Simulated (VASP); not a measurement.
# ZrC (I4/mmm) in VASP: a series of runs, part 2 of 2

VASP 6.6.1. The steps go on from the part before.

### 3 Single point, PBE (equal xx and yy strain of +2 %)

INCAR

```
SYSTEM = ZrC
PREC = Accurate
ENCUT = 520
EDIFF = 1E-6
ISMEAR = -1
SIGMA = 0.05
LREAL = .FALSE.
LASPH = .TRUE.
NELM = 100
ALGO = Normal
ISIF = 2
LWAVE = .FALSE.
LCHARG = .FALSE.
GGA = PE
NBANDS = 15
```

KPOINTS

```
Automatic mesh
0
G
  15 15 15
  0 0 0
```

POSCAR

```
ZrC
1.0
    0.0000000000      2.3972142000      2.3502100000
    2.3972142000      0.0000000000      2.3502100000
    2.3972142000      2.3972142000      0.0000000000
Zr C
1 1
Direct
    0.5000000000      0.5000000000      0.5000000000
    0.0000000000      0.0000000000      0.0000000000
```

Potentials or basis: VASP PAW PBE potentials, release 64 (Zr_sv, C).

Started as:

```console
$ cat potpaw_PBE.64/Zr_sv/POTCAR potpaw_PBE.64/C/POTCAR > POTCAR
$ mpirun -np 1 vasp_std > vasp.out
```

OUTCAR:

```text
SYSTEM = ZrC
   PREC = Accurate
   ENCUT = 520
   EDIFF = 1E-6
   ISMEAR = -1
   LREAL = .FALSE.
   LASPH = .TRUE.
   NELM = 100
   ISIF = 2
   GGA = PE

 ion  position               nearest neighbor table
   1  0.500  0.500  0.500-   2 2.35   2 2.35   2 2.40   2 2.40   2 2.40   2 2.40
   2  0.000  0.000  0.000-   1 2.35   1 2.35   1 2.40   1 2.40   1 2.40   1 2.40

  LATTYP: Found a body centered tetragonal cell.
 ALAT       =     3.3901728336
 C/A-ratio  =     1.3864838847

  Lattice vectors:

 A1 = (   0.0000000000,  -2.3972142000,  -2.3502100000)
 A2 = (   0.0000000000,   2.3972142000,  -2.3502100000)
 A3 = (   2.3972142000,   0.0000000000,   2.3502100000)

Analysis of symmetry for initial positions (statically):
=====================================================================
 Subroutine PRICEL returns:
 Original cell was already a primitive cell.

 Routine SETGRP: Setting up the symmetry group for a
 body centered tetragonal supercell.

 Subroutine GETGRP returns: Found 16 space group operations
 (whereof 16 operations were pure point group operations)
 out of a pool of 16 trial point group operations.

The static configuration has the point symmetry D_4h.

Analysis of symmetry for dynamics (positions and initial velocities):
=====================================================================
 Subroutine PRICEL returns:
 Original cell was already a primitive cell.

 Routine SETGRP: Setting up the symmetry group for a
 body centered tetragonal supercell.

 Subroutine GETGRP returns: Found 16 space group operations
 (whereof 16 operations were pure point group operations)
 out of a pool of 16 trial point group operations.

The dynamic configuration has the point symmetry D_4h.

 Subroutine INISYM returns: Found 16 space group operations
 (whereof 16 operations are pure point group operations),
 and found     1 'primitive' translations

----------------------------------------------------------------------------------------

                                     Primitive cell

  volume of cell :      27.0116

  direct lattice vectors                    reciprocal lattice vectors
     0.000000000  2.397214200  2.350210000    -0.208575437  0.208575437  0.212746946
     2.397214200  0.000000000  2.350210000     0.208575437 -0.208575437  0.212746946
     2.397214200  2.397214200  0.000000000     0.208575437  0.208575437 -0.212746946

  length of vectors
     3.357100381  3.357100381  3.390172834     0.363687626  0.363687626  0.363687626

  position of ions in fractional coordinates (direct lattice)
     0.500000000  0.500000000  0.500000000
     0.000000000  0.000000000  0.000000000

  ion indices of the primitive-cell ions
   primitive index   ion index
                 1           1
                 2           2

----------------------------------------------------------------------------------------

 KPOINTS: Automatic mesh

Automatic generation of k-mesh.
 Grid dimensions read from file:
 generate k-points for:   15   15   15

 Generating k-lattice:

  Cartesian coordinates                     Fractional coordinates (reciprocal lattice)
[... 40 lines left out ...]
  0.200000  0.133333  0.000000      8.000000
 [... further k-points ...]
   k-points           NKPTS =    288   k-points in BZ     NKDIM =    288   number of bands    NBANDS=     15
   number of dos      NEDOS =    301   number of ions     NIONS =      2
   total plane-waves  NPLWV =  21952
   dimension x,y,z NGX =    28 NGY =   28 NGZ =   28
   dimension x,y,z NGXF=    56 NGYF=   56 NGZF=   56
   ions per type =               1   1
   NGX,Y,Z   is equivalent  to a cutoff of  13.87, 13.87, 13.73 a.u.
   NGXF,Y,Z  is equivalent  to a cutoff of  27.73, 27.73, 27.46 a.u.
 SYSTEM =  ZrC
   PREC   = accura    normal or accurate (medium, high low for compatibility)
   ISTART =      0    job   : 0-new  1-cont  2-samecut
   ICHARG =      2    charge: 1-file 2-atom 10-const
   ISPIN  =      1    spin polarized calculation?
   LNONCOLLINEAR =      F non collinear calculations
   LSORBIT =      F    spin-orbit coupling
   LASPH  =      T    aspherical Exc in radial PAW
   ENCUT  =  520.0 eV  38.22 Ry    6.18 a.u.   6.24  6.24  6.30*2*pi/ulx,y,z
   NELM   =    100;   NELMIN=  2; NELMDL= -5     # of ELM steps
   EDIFF  = 0.1E-05   stopping-criterion for ELM
   LREAL  =      F    real-space projection
   EDIFFG = 0.1E-04   stopping-criterion for IOM
   NSW    =      0    number of steps for IOM
   IBRION =     -1    ionic relax: 0-MD 1-quasi-New 2-CG
   NFREE  =      0    steps in history (QN), initial steepest desc. (CG)
   ISIF   =      2    stress and relaxation
   ISYM   =      2    0-nonsym 1-usesym 2-fastsym
   POTIM  = 0.5000    time-step for ionic-motion
   TEBEG  =    0.0;   TEEND  =   0.0 temperature during run
   PSTRESS=    0.0 pullay stress
   NELECT =      16.0000    total number of electrons
   NUPDOWN=      -1.0000    fix difference up-down
   EMIN   =  10.00;   EMAX   =-10.00  energy-range for DOS
   EFERMI =   0.00;   METHOD = LEGACY
   ISMEAR =    -1;   SIGMA  =   0.05  broadening in eV -4-tet -1-fermi 0-gaus
   EFERMI_NEDOS =   21; number of points for ismear=-14 and -15
   IALGO  =     38    algorithm
   IMIX   =      4    mixing-type and parameters
     AMIX     =   0.40;   BMIX     =  1.00
     AMIX_MAG =   1.60;   BMIX_MAG =  1.00
  volume/ion in A,a.u.               =      13.51        91.14
  Fermi-wavevector in a.u.,A,eV,Ry     =   1.374880  2.598146 25.719015  1.890294
  Thomas-Fermi vector in A             =   2.500266
   LORBIT       =      0    0 simple, 1 ext, 2 COOP (PROOUT), +10 PAW based schemes
   GGA     = PE    functional components
   LHFCALC =     F    Hartree Fock is set to
   AEXX    =    0.0000 exact exchange contribution
   IVDW    =     0    specifies the selected vdW correction
   LEPSILON=     F    determine dielectric tensor
   LRPA    =     F    only Hartree local field effects (RPA)
 non-spin polarized calculation
  energy-cutoff  :      520.00
  volume of cell :       27.01
 maximum number of plane-waves:       740
 NGX is ok and might be reduce to    28
   NGX = 13   NGY = 13   NGZ = 13

 number of electron      16.0000000 magnetization

 Free energy of the ion-electron system (eV)
  ---------------------------------------------------
  ext. energy  EPLUGINS =         0.00000000
  ---------------------------------------------------
  free energy    TOTEN  =       -19.43715155 eV

  energy without entropy =      -19.43453193  energy(sigma->0) =      -19.43584174

 E-fermi :   9.1576     XC(G=0): -11.9381

 val. band max:        9.1406078639   @ k =   0.1333   0.0000   0.1333
 cond. band min:       9.1650191665   @ k =   0.4667   0.0000   0.4667
 fundamental gap:      0.0244113026
 Fermi energy:         9.1576291544

 k-point     1 :       0.0000    0.0000    0.0000
  band No.  band energies     occupation
      1     -39.0954      2.00000
      2     -16.8358      2.00000
      3     -16.8358      2.00000
      4     -16.8173      2.00000
      5      -2.0017      2.00000
      6      10.0577      0.00000
      7      10.0577      0.00000
      8      10.1495      0.00000
      9      10.1820      0.00000
     10      10.1820      0.00000
     11      10.3658      0.00000
     12      11.7535      0.00000
     13      11.9434      0.00000
     14      16.0574      0.00000
[... 401 lines left out ...]
      2     -17.0342      2.00000
      3     -16.9008      2.00000
      4     -16.8866      2.00000
      5      -1.2261      2.00000
      6       6.9193      2.00000
      7       8.4455      2.00000
      8       8.6432      1.99993
      9       9.7633      0.00001
     10      11.9820      0.00000
     11      12.4568      0.00000
     12      12.9702      0.00000
     13      14.6123      0.00000
     14      18.4325      0.00000
     15      21.6307      0.00000

 [... further k-points ...]

------------------------ aborting loop because EDIFF is reached ----------------------------------------

  FORCE on cell =-STRESS in cart. coord.  units (eV):
  Direction    XX          YY          ZZ          XY          YZ          ZX
  --------------------------------------------------------------------------------------
  -------------------------------------------------------------------------------------
  Total       -1.4837683     -1.4837683     -0.4459799      0.0000000      0.0000000     -0.0000000
  in kB      -88.0088480    -88.0088480    -26.4530383      0.0000000      0.0000000     -0.0000000
  external PRESSURE =     -67.4902447 kB  Pullay stress =       0.0000000 kB

 VOLUME and BASIS-vectors are now :
 -----------------------------------------------------------------------------
  energy-cutoff  :      520.00
  volume of cell :       27.01
      direct lattice vectors                 reciprocal lattice vectors
     0.000000000  2.397214200  2.350210000    -0.208575437  0.208575437  0.212746946
     2.397214200  0.000000000  2.350210000     0.208575437 -0.208575437  0.212746946
     2.397214200  2.397214200  0.000000000     0.208575437  0.208575437 -0.212746946

 POSITION                                       TOTAL-FORCE (eV/Angst)
 -----------------------------------------------------------------------------------
      2.39721      2.39721      2.35021         0.000000      0.000000     -0.000000
      0.00000      0.00000      0.00000        -0.000000     -0.000000      0.000000
 -----------------------------------------------------------------------------------
    total drift:                                0.000000      0.000000      0.000000

  FREE ENERGIE OF THE ION-ELECTRON SYSTEM (eV)
  ---------------------------------------------------
  free  energy   TOTEN  =       -19.4371515534 eV

  energy  without entropy=      -19.4345319258  energy(sigma->0) =      -19.43584174
```

Run time: 3.4 min. Hardware: 1 thread of Intel Xeon 8259CL, shared host; peak memory 0.25 GiB.

What came out:

* Free energy: -19.4372 eV
* Pressure: -6.7 GPa
* Band gap on the k mesh: zero (bands 8 and 9 overlap by 1.46 eV)

Stress tensor (GPa, compression positive):
```
-8.80  0.00  0.00
 0.00 -8.80  0.00
 0.00  0.00 -2.65
```

Levels at points of the mesh, in eV from the Fermi level:
| k point | band 5 | band 6 | band 7 | band 8 | band 9 | band 10 | band 11 | band 12 |
| --- | --- | --- | --- | --- | --- | --- | --- | --- |
| (0.00, 0.00, 0.00) | -11.16 | 0.90 | 0.90 | 0.99 | 1.02 | 1.02 | 1.21 | 2.60 |

Caveat: the cell differs from its parent crystal (equal xx and yy strain of +2 %); the cell stands under tension.
